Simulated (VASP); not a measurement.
# ScGa3 (P4/mmm) in VASP: further runs, part 2 of 3

VASP 6.6.1. Earlier steps stand in the parts before.

## 4. Single point, LDA (zz strain of +1 %)

INCAR reads:

```
PREC = Accurate ; ENCUT = 520
EDIFF = 1E-7 ; ISMEAR = -1
SIGMA = 0.05 ; LREAL = False
LASPH = True ; NELM = 60
ALGO = Normal ; ISIF = 2
LWAVE = False ; LCHARG = False
GGA = CA ; NBANDS = 33
```

KPOINTS reads:

```
Automatic mesh
0
Gamma
  9 9 9
```

POSCAR reads:

```
ScGa3
1.0
    4.0950000000      0.0000000000      0.0000000000
    0.0000000000      4.0950000000      0.0000000000
    0.0000000000      0.0000000000      4.1359500000
Sc Ga
1 3
Direct
    0.0000000000      0.0000000000      0.0000000000
    0.0000000000      0.5000000000      0.5000000000
    0.5000000000      0.0000000000      0.5000000000
    0.5000000000      0.5000000000      0.0000000000
```

Potentials or basis: VASP PAW LDA potentials, release 64 (Sc_sv, Ga_d).

Started as:

```bash
cat potpaw_LDA.64/Sc_sv/POTCAR potpaw_LDA.64/Ga_d/POTCAR > POTCAR
mpirun -np 1 vasp_std > vasp.out
```

OUTCAR:

```text
PREC = Accurate
   ENCUT = 520
   EDIFF = 1E-7
   ISMEAR = -1
   LREAL = False
   LASPH = True
   NELM = 60
   ISIF = 2
   GGA = CA

 ion  position               nearest neighbor table
   1  0.000  0.000  0.000-   4 2.90   4 2.90   4 2.90   4 2.90   3 2.91   2 2.91   3 2.91   2 2.91
                             3 2.91   2 2.91   3 2.91   2 2.91
   2  0.000  0.500  0.500-   3 2.90   3 2.90   3 2.90   3 2.90   4 2.91   1 2.91   1 2.91   1 2.91
                             4 2.91   4 2.91   4 2.91   1 2.91
   3  0.500  0.000  0.500-   2 2.90   2 2.90   2 2.90   2 2.90   4 2.91   1 2.91   4 2.91   4 2.91
                             1 2.91   4 2.91   1 2.91   1 2.91
   4  0.500  0.500  0.000-   1 2.90   1 2.90   1 2.90   1 2.90   3 2.91   2 2.91   3 2.91   3 2.91
                             3 2.91   2 2.91   2 2.91   2 2.91

  LATTYP: Found a simple tetragonal cell.
 ALAT       =     4.0950000000
 C/A-ratio  =     1.0100000000

  Lattice vectors:

 A1 = (   4.0950000000,   0.0000000000,   0.0000000000)
 A2 = (   0.0000000000,   4.0950000000,   0.0000000000)
 A3 = (   0.0000000000,   0.0000000000,   4.1359500000)

Analysis of symmetry for initial positions (statically):
=====================================================================
 Subroutine PRICEL returns:
 Original cell was already a primitive cell.

 Routine SETGRP: Setting up the symmetry group for a
 simple tetragonal supercell.

 Subroutine GETGRP returns: Found 16 space group operations
 (whereof 16 operations were pure point group operations)
 out of a pool of 16 trial point group operations.

The static configuration has the point symmetry D_4h.

Analysis of symmetry for dynamics (positions and initial velocities):
=====================================================================
 Subroutine PRICEL returns:
 Original cell was already a primitive cell.

 Routine SETGRP: Setting up the symmetry group for a
 simple tetragonal supercell.

 Subroutine GETGRP returns: Found 16 space group operations
 (whereof 16 operations were pure point group operations)
 out of a pool of 16 trial point group operations.

The dynamic configuration has the point symmetry D_4h.

 Subroutine INISYM returns: Found 16 space group operations
 (whereof 16 operations are pure point group operations),
 and found     1 'primitive' translations

----------------------------------------------------------------------------------------

                                     Primitive cell

  volume of cell :      69.3558

  direct lattice vectors                    reciprocal lattice vectors
     4.095000000  0.000000000  0.000000000     0.244200244  0.000000000  0.000000000
     0.000000000  4.095000000  0.000000000     0.000000000  0.244200244  0.000000000
     0.000000000  0.000000000  4.135950000     0.000000000  0.000000000  0.241782420

  length of vectors
     4.095000000  4.095000000  4.135950000     0.244200244  0.244200244  0.241782420

  position of ions in fractional coordinates (direct lattice)
     0.000000000  0.000000000  0.000000000
     0.000000000  0.500000000  0.500000000
     0.500000000  0.000000000  0.500000000
     0.500000000  0.500000000  0.000000000

  ion indices of the primitive-cell ions
[... 28 lines left out ...]
 ===========================================

 Found     75 irreducible k-points:

 Following reciprocal coordinates:
            Coordinates               Weight
  0.000000  0.000000  0.000000      1.000000
  0.111111  0.000000  0.000000      4.000000
  0.222222  0.000000  0.000000      4.000000
  0.333333  0.000000  0.000000      4.000000
  0.444444  0.000000  0.000000      4.000000
  0.111111  0.111111  0.000000      4.000000
[... 16 lines left out ...]
  0.333333  0.111111  0.111111     16.000000
  0.444444  0.111111  0.111111     16.000000
 [... further k-points ...]
   k-points           NKPTS =     75   k-points in BZ     NKDIM =     75   number of bands    NBANDS=     33
   number of dos      NEDOS =    301   number of ions     NIONS =      4
   total plane-waves  NPLWV =  28800
   dimension x,y,z NGX =    30 NGY =   30 NGZ =   32
   dimension x,y,z NGXF=    60 NGYF=   60 NGZF=   64
   ions per type =               1   3
   NGX,Y,Z   is equivalent  to a cutoff of  12.18, 12.18, 12.86 a.u.
   NGXF,Y,Z  is equivalent  to a cutoff of  24.36, 24.36, 25.73 a.u.
 SYSTEM =  unknown system
   PREC   = accura    normal or accurate (medium, high low for compatibility)
   ISTART =      0    job   : 0-new  1-cont  2-samecut
   ICHARG =      2    charge: 1-file 2-atom 10-const
   ISPIN  =      1    spin polarized calculation?
   LNONCOLLINEAR =      F non collinear calculations
   LSORBIT =      F    spin-orbit coupling
   LASPH  =      T    aspherical Exc in radial PAW
   ENCUT  =  520.0 eV  38.22 Ry    6.18 a.u.   7.61  7.61  7.69*2*pi/ulx,y,z
   NELM   =     60;   NELMIN=  2; NELMDL= -5     # of ELM steps
   EDIFF  = 0.1E-06   stopping-criterion for ELM
   LREAL  =      F    real-space projection
   EDIFFG = 0.1E-05   stopping-criterion for IOM
   NSW    =      0    number of steps for IOM
   IBRION =     -1    ionic relax: 0-MD 1-quasi-New 2-CG
   NFREE  =      0    steps in history (QN), initial steepest desc. (CG)
   ISIF   =      2    stress and relaxation
   ISYM   =      2    0-nonsym 1-usesym 2-fastsym
   POTIM  = 0.5000    time-step for ionic-motion
   TEBEG  =    0.0;   TEEND  =   0.0 temperature during run
   PSTRESS=    0.0 pullay stress
   NELECT =      50.0000    total number of electrons
   NUPDOWN=      -1.0000    fix difference up-down
   EMIN   =  10.00;   EMAX   =-10.00  energy-range for DOS
   EFERMI =   0.00;   METHOD = LEGACY
   ISMEAR =    -1;   SIGMA  =   0.05  broadening in eV -4-tet -1-fermi 0-gaus
   EFERMI_NEDOS =   21; number of points for ismear=-14 and -15
   IALGO  =     38    algorithm
   IMIX   =      4    mixing-type and parameters
     AMIX     =   0.40;   BMIX     =  1.00
     AMIX_MAG =   1.60;   BMIX_MAG =  1.00
  volume/ion in A,a.u.               =      17.34       117.01
  Fermi-wavevector in a.u.,A,eV,Ry     =   1.467925  2.773976 29.317877  2.154803
  Thomas-Fermi vector in A             =   2.583484
   LORBIT       =      0    0 simple, 1 ext, 2 COOP (PROOUT), +10 PAW based schemes
   GGA     = CA    functional components
   LHFCALC =     F    Hartree Fock is set to
   AEXX    =    0.0000 exact exchange contribution
   IVDW    =     0    specifies the selected vdW correction
   LEPSILON=     F    determine dielectric tensor
   LRPA    =     F    only Hartree local field effects (RPA)
 non-spin polarized calculation
  energy-cutoff  :      520.00
  volume of cell :       69.36
 maximum number of plane-waves:      1883
   NGX = 15   NGY = 15   NGZ = 15

 number of electron      50.0000031 magnetization

 Free energy of the ion-electron system (eV)
  ---------------------------------------------------
  ext. energy  EPLUGINS =         0.00000000
  ---------------------------------------------------
  free energy    TOTEN  =       -19.73317237 eV

  energy without entropy =      -19.72353287  energy(sigma->0) =      -19.72835262

 E-fermi :   6.0911     XC(G=0): -11.7552

 val. band max:        6.0663885708   @ k =   0.3333   0.0000   0.3333
 cond. band min:       6.1296485100   @ k =   0.2222   0.2222   0.1111
 fundamental gap:      0.0632599392
 Fermi energy:         6.0911392472

 k-point     1 :       0.0000    0.0000    0.0000
  band No.  band energies     occupation
      1     -42.6761      2.00000
      2     -21.6973      2.00000
      3     -21.6895      2.00000
      4     -21.6895      2.00000
      5      -9.1029      2.00000
      6      -9.0839      2.00000
[... 853 lines left out ...]
     32      10.5636      0.00000
     33      11.4592      0.00000

 [... further k-points ...]

------------------------ aborting loop because EDIFF is reached ----------------------------------------

  FORCE on cell =-STRESS in cart. coord.  units (eV):
  Direction    XX          YY          ZZ          XY          YZ          ZX
  --------------------------------------------------------------------------------------
  -------------------------------------------------------------------------------------
  Total       -2.3785542     -2.3785542     -2.8592810      0.0000000      0.0000000     -0.0000000
  in kB      -54.9465650    -54.9465650    -66.0517493      0.0000000      0.0000000     -0.0000000
  external PRESSURE =     -58.6482931 kB  Pullay stress =       0.0000000 kB

 VOLUME and BASIS-vectors are now :
 -----------------------------------------------------------------------------
  energy-cutoff  :      520.00
  volume of cell :       69.36
      direct lattice vectors                 reciprocal lattice vectors
     4.095000000  0.000000000  0.000000000     0.244200244  0.000000000  0.000000000
     0.000000000  4.095000000  0.000000000     0.000000000  0.244200244  0.000000000
     0.000000000  0.000000000  4.135950000     0.000000000  0.000000000  0.241782420

 POSITION                                       TOTAL-FORCE (eV/Angst)
 -----------------------------------------------------------------------------------
      0.00000      0.00000      0.00000         0.000000      0.000000      0.000000
      0.00000      2.04750      2.06798         0.000000      0.000000      0.000000
      2.04750      0.00000      2.06798         0.000000      0.000000      0.000000
      2.04750      2.04750      0.00000         0.000000      0.000000      0.000000
 -----------------------------------------------------------------------------------
    total drift:                                0.000000      0.000000     -0.000000

  FREE ENERGIE OF THE ION-ELECTRON SYSTEM (eV)
  ---------------------------------------------------
  free  energy   TOTEN  =       -19.7331723733 eV

  energy  without entropy=      -19.7235328733  energy(sigma->0) =      -19.72835262
```

OSZICAR:

```text
N       E                     dE             d eps       ncg     rms          rms(c)
DAV:   1     0.419638621922E+03    0.41964E+03   -0.23237E+04  5054   0.267E+03
DAV:   2     0.280940779396E+02   -0.39154E+03   -0.38166E+03  4950   0.610E+02
DAV:   3    -0.194842244679E+02   -0.47578E+02   -0.46602E+02  6488   0.180E+02
DAV:   4    -0.208924985734E+02   -0.14083E+01   -0.13997E+01  6776   0.338E+01
DAV:   5    -0.209232429136E+02   -0.30744E-01   -0.30732E-01  6620   0.502E+00    0.800E+00
DAV:   6    -0.198307424824E+02    0.10925E+01   -0.33255E+00  6644   0.152E+01    0.242E+00
DAV:   7    -0.197620562154E+02    0.68686E-01   -0.17397E-01  6556   0.383E+00    0.152E+00
DAV:   8    -0.197340504043E+02    0.28006E-01   -0.56481E-02  6693   0.199E+00    0.224E-01
DAV:   9    -0.197332022841E+02    0.84812E-03   -0.99309E-03  6702   0.164E+00    0.679E-02
DAV:  10    -0.197331575980E+02    0.44686E-04   -0.13065E-03  6809   0.102E+00    0.300E-02
DAV:  11    -0.197331684743E+02   -0.10876E-04   -0.28245E-04  5945   0.299E-01    0.158E-02
DAV:  12    -0.197331738459E+02   -0.53716E-05   -0.13976E-04  8394   0.117E-01    0.637E-03
DAV:  13    -0.197331727645E+02    0.10814E-05   -0.57963E-06  8464   0.476E-02    0.321E-03
DAV:  14    -0.197331722672E+02    0.49735E-06   -0.31805E-06  6976   0.847E-02    0.101E-03
DAV:  15    -0.197331723496E+02   -0.82389E-07   -0.13299E-06  5232   0.190E-02    0.352E-04
DAV:  16    -0.197331723733E+02   -0.23738E-07   -0.32447E-07  4267   0.567E-03
   1 F= -.19733172E+02 E0= -.19728353E+02  d E =-.963950E-02
```

Wall time 90 s (1 thread of Intel Xeon 6975P-C (Granite Rapids), shared host); peak memory 0.26 GiB.

What came out:

```
Free energy            : -19.7332 eV
Pressure               : -5.9 GPa
Band gap on the k mesh : zero (bands 25 and 26 overlap by 3.13 eV)
```

Caveat: the cell differs from its parent crystal (zz strain of +1 %); the cell stands under tension.

[end of part 2 of 3]

The gap in the log of VASP goes by the Fermi energy; the results here count the filled bands.